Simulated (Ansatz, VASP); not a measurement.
**SrO in VASP and in Ansatz**

File INCAR:

```
SYSTEM = SrO
PREC     = Accurate       ! precision mode
ENCUT    = 520            ! plane-wave cutoff, eV
EDIFF    = 1E-6           ! SCF threshold, eV
ISMEAR   = 0              ! smearing method
SIGMA    = 0.01           ! smearing width, eV
LREAL    = .False.        ! projectors in reciprocal space
LASPH    = .True.         ! aspherical terms in the spheres
NELM     = 100            ! most SCF steps
ALGO     = Normal         ! electronic algorithm
ISIF     = 2              ! what is computed and relaxed
LWAVE    = .False.        ! write WAVECAR
LCHARG   = .True.         ! write CHGCAR
GGA      = PE             ! functional
LELF     = .True.         ! ELF
LVHAR    = .True.       
NBANDS   = 15             ! bands
```

The input KPOINTS:

```
Automatic mesh
0
Gamma
  8 8 8
  0 0 0
```

Contents of POSCAR:

```
SrO
1.0
    0.0000000000      2.5798923265      2.5798923265
    2.5798923265      0.0000000000      2.5798923265
    2.5798923265      2.5798923265      0.0000000000
Sr O
1 1
Direct
    0.0000000000      0.0000000000      0.0000000000
    0.5000000000      0.5000000000      0.5000000000
```

Input for Ansatz:

```yaml
crystal:
  lattice:
    - [0.0, 2.5798923265, 2.5798923265]
    - [2.5798923265, 0.0, 2.5798923265]
    - [2.5798923265, 2.5798923265, 0.0]
  atoms:
    - { symbol: Sr, position: [0.0, 0.0, 0.0] }
    - { symbol: O, position: [0.5, 0.5, 0.5] }
kpoints:
  mp_grid: { grid: [8, 8, 8] }
  band_path:
    path:
      - [0.0, 0.0, 0.0]
      - [0.5, 0.0, 0.5]
      - [0.625, 0.25, 0.625]
      - [0.375, 0.375, 0.75]
      - [0.5, 0.5, 0.5]
      - [0.5, 0.25, 0.75]
      - [0.0, 0.5, 0.5]
    npoints: 1
hamiltonian:
  xc: pbe
scf:
  occupations: { method: fixed }
  n_extra_bands: 4
output:
  forces: true
  stress: true
  eigenvalues: true
```

Alike in both runs: task single point; functional PBE; k mesh 8 × 8 × 8; no spin polarisation.

```csv
,VASP,Ansatz
version,VASP 6.6.1,Ansatz 0.2.0
potentials or method,"VASP PAW PBE potentials, release 64 (Sr_sv, O)","plane waves, PAW"
plane-wave cutoff (eV),520,420
occupations,"gaussian, width 0.01 eV",fixed
valence electrons in the cell,16,16
```

|  | VASP | Ansatz | Ansatz less VASP |
| --- | --- | --- | --- |
| gap on the k mesh at the Fermi level (eV) | 3.27 | 3.32 | +0.047 |
| pressure (GPa) | 2.4 | 1.8 | -0.56 |
